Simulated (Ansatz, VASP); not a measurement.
**One calculation of SnO2, two programs**

```
Sn O
1.0
     3.30150    1.90612    4.29120
    -3.30150    1.90612    4.29120
     0.00000   -3.81224    4.29120
Sn O
4 8
Direct
  0.86454 0.86454 0.86454
  0.36487 0.36487 0.86488
  0.36487 0.86488 0.36487
  0.86488 0.36487 0.36487
  0.11991 0.61961 0.61961
  0.61961 0.11991 0.61961
  0.61961 0.61961 0.11991
  0.60994 0.60994 0.60994
  0.11985 0.11985 0.11985
  0.10969 0.10969 0.61000
  0.10969 0.61000 0.10969
  0.61000 0.10969 0.10969
```

Alike in both runs: task single point; functional LDA; k mesh 6 × 6 × 6; occupations gaussian, width 0.05 eV; no spin polarisation.

```csv
,VASP,Ansatz
version,VASP 6.6.1,Ansatz 0.2.0
potentials or method,"VASP PAW LDA potentials, release 64 (Sn_d, O), cutoff 520 eV","scalar-relativistic, plane waves, PAW"
valence electrons in the cell,104,104
```

|  | VASP | Ansatz | Ansatz less VASP |
| --- | --- | --- | --- |
| gap on the k mesh at the Fermi level (eV) | 0.92 | 0.92 | +0.002 |
| least direct gap on the mesh (eV) | 0.92 | 0.92 | +0.002 |
| pressure (GPa) | -14.2 | -15.1 | -0.86 |
| traceless stress, the component that is largest in VASP (GPa) | 4.10 | 4.66 | +0.557 |
| rms of the force components (eV/Å) | 0.439 | 0.470 | +0.0307 |

Ansatz warns that its potentials were made for another functional, while VASP's fit it. LDA's correlation is that of Perdew and Zunger in VASP and of Perdew and Wang (1992) in Ansatz. Atom by atom the forces differ by 0.031 eV/Å (rms over components).
